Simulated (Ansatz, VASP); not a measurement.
# Two plane-wave programs on Ir

Contents of INCAR:

```
SYSTEM = Ir
PREC     = Accurate       ! precision mode
ENCUT    = 520            ! plane-wave cutoff, eV
EDIFF    = 1E-7           ! SCF threshold, eV
ISMEAR   = 0              ! smearing method
SIGMA    = 0.15           ! smearing width, eV
LREAL    = .False.        ! projectors in reciprocal space
LASPH    = .True.         ! aspherical terms in the spheres
NELM     = 60             ! most SCF steps
ALGO     = Normal         ! electronic algorithm
ISIF     = 2              ! what is computed and relaxed
LWAVE    = .False.        ! write WAVECAR
LCHARG   = .False.        ! write CHGCAR
GGA      = PE             ! functional
NBANDS   = 10             ! bands
```

The input KPOINTS:

```
Automatic mesh
0
Gamma
  20 20 20
  0 0 0
```

File POSCAR:

```
Ir
1.0
    0.0000000000      1.9351816027      1.7900429825
    1.9351816027      0.0000000000      1.7900429825
    1.9351816027      1.9351816027      0.0000000000
Ir
1
Direct
    0.0000000000      0.0000000000      0.0000000000
```

Input for Ansatz:

```yaml
crystal:
  lattice:
    - [0.0, 1.9351816027, 1.7900429825]
    - [1.9351816027, 0.0, 1.7900429825]
    - [1.9351816027, 1.9351816027, 0.0]
  atoms:
    - { symbol: Ir, position: [0.0, 0.0, 0.0] }
basis:
  ecutwfc: 420
kpoints:
  mp_grid: { grid: [20, 20, 20] }
hamiltonian:
  xc: pbe
  pseudopotentials: { kind: paw, azcp: { folder: soft_1 } }
scf:
  occupations: { method: gaussian, width: 0.15 }
output:
  forces: true
  stress: true
  eigenvalues: true
  write_density: true
  write_potential: true
  elf: true
  volumetric_format: npy
```

Change from the starting cell: engineering shear strain xy +0.0000, normal strain along z -0.0750.

Alike in both runs: task single point; functional PBE; k mesh 20 × 20 × 20; occupations gaussian, width 0.15 eV; no spin polarisation.

|  | VASP | Ansatz |
| --- | --- | --- |
| version | VASP 6.6.1 | Ansatz 0.2.0 |
| potentials or method | VASP PAW PBE potentials, release 64 (Ir), cutoff 520 eV | scalar-relativistic, plane waves, PAW |
| valence electrons in the cell | 9 | 17 |

```tsv
	VASP	Ansatz	Ansatz less VASP
gap on the k mesh at the Fermi level (eV)	none	none	-
pressure (GPa)	35.5	34.4	-1.06
traceless stress, the component that is largest in VASP (GPa)	21.27	21.36	+0.086
```

A gap of «none» marks a metal or a gap that the smearing closes. Both programs put the cell under a high pressure, so it lies far from rest at this level. VASP's potentials hold 9 valence electrons a cell and Ansatz's 17, so a difference there can come from the potentials and not from the codes.

Neither program's run includes spin-orbit coupling.
